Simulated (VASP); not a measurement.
# RuRh2: single point with PBE

RuRh2:

```
CELL_PARAMETERS angstrom
3.84279 0.00000 0.00000
0.00000 3.84279 0.00000
0.00000 0.00000 6.74346
ATOMIC_POSITIONS crystal
Ru 0.00000 0.00000 0.00000
Ru 0.50000 0.50000 0.50000
Rh 0.00000 0.50000 0.24995
Rh 0.00000 0.50000 0.74995
Rh 0.50000 0.00000 0.25005
Rh 0.50000 0.00000 0.75005
```

- Program: VASP 6.6.1
- Task: single point
- Functional: PBE
- Potentials or basis: VASP PAW PBE potentials, release 64 (Ru_pv, Rh_pv)
- Cutoff: 520 eV
- k mesh: 4 × 4 × 4
- Occupations: gaussian, width 0.1 eV
- Spin: no spin polarisation

```yaml
Pressure: 0.0 GPa
Band_gap_on_the_k_mesh: zero (bands 44 and 45 overlap by 0.66 eV)
```

Stress tensor (GPa, compression positive):
```
 0.05  0.00  0.00
 0.00  0.05  0.00
 0.00  0.00 -0.06
```

Levels at points of the mesh, in eV from the Fermi level:
| k point | band 41 | band 42 | band 43 | band 44 | band 45 | band 46 | band 47 | band 48 |
| --- | --- | --- | --- | --- | --- | --- | --- | --- |
| (0.00, 0.00, 0.00) | 0.05 | 0.15 | 0.32 | 0.35 | 0.35 | 0.98 | 1.05 | 1.06 |
| (0.50, 0.00, 0.00) | -1.03 | -1.03 | -1.00 | -1.00 | -0.13 | -0.13 | -0.01 | -0.01 |
| (0.50, 0.50, 0.00) | -0.77 | -0.77 | 0.32 | 0.32 | 0.70 | 0.70 | 1.15 | 1.15 |
| (0.00, 0.00, 0.50) | 0.30 | 0.30 | 0.30 | 0.30 | 0.37 | 0.37 | 0.84 | 0.84 |
| (0.50, 0.00, 0.50) | -0.87 | -0.87 | -0.25 | -0.25 | -0.17 | -0.17 | 0.05 | 0.05 |
| (0.50, 0.50, 0.50) | -0.91 | -0.91 | 0.05 | 0.05 | 0.05 | 0.05 | 1.26 | 1.26 |

Run time: 52 s on 1 thread of AMD EPYC 9R45 96-Core Processor (Zen 5) (shared host), peak memory 0.21 GiB.

Caveat: the k points lie up to 0.41 Å⁻¹ apart, too coarse for converged energies and pressures of a metal.
